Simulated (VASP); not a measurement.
Set up this calculation in VASP 6.6.1, as the native input.

* Task: single point
* Functional: LDA
* Potentials or basis: VASP PAW LDA potentials, release 64 (Cu)
* Cutoff: 520 eV
* k mesh: 18 × 18 × 18
* Occupations: fermi-dirac, width 0.05 eV
* Spin: no spin polarisation
* Dipole correction: no
* Further INCAR settings: ALGO = Normal; EDIFF = 1e-07; NBANDS = 12

The structure of Cu lies in POSCAR:

```
Cu
1.0
    0.0000000000      1.5768512072      1.5768512072
    1.5768512072      0.0000000000      1.5768512072
    1.5768512072      1.5768512072      0.0000000000
Cu
1
Direct
    0.0000000000      0.0000000000      0.0000000000
```

This cell differs from its parent crystal: volume scaled by 0.72.

These files were run (other wordings do the same):

INCAR

```
SYSTEM = Cu
  PREC = Accurate
  ENCUT = 520
  EDIFF = 1E-7
  ISMEAR = -1
  SIGMA = 0.05
  LREAL = .False.
  LASPH = .True.
  NELM = 80
  ALGO = Normal
  ISIF = 2
  LWAVE = .False.
  LCHARG = .False.
  NBANDS = 12
```

KPOINTS

```
Automatic mesh
0
Gamma
  18 18 18
  0 0 0
```

Potentials or basis: VASP PAW LDA potentials, release 64 (Cu).

Launch:

```bash
$ cat potpaw_LDA.64/Cu/POTCAR > POTCAR
$ mpirun -np 1 vasp_std > vasp.out
```

Results of the run:

* Pressure: 140.6 GPa

It took 14 s on 1 thread of Intel Xeon 6975P-C, with other jobs on the host, peak memory 0.13 GiB.
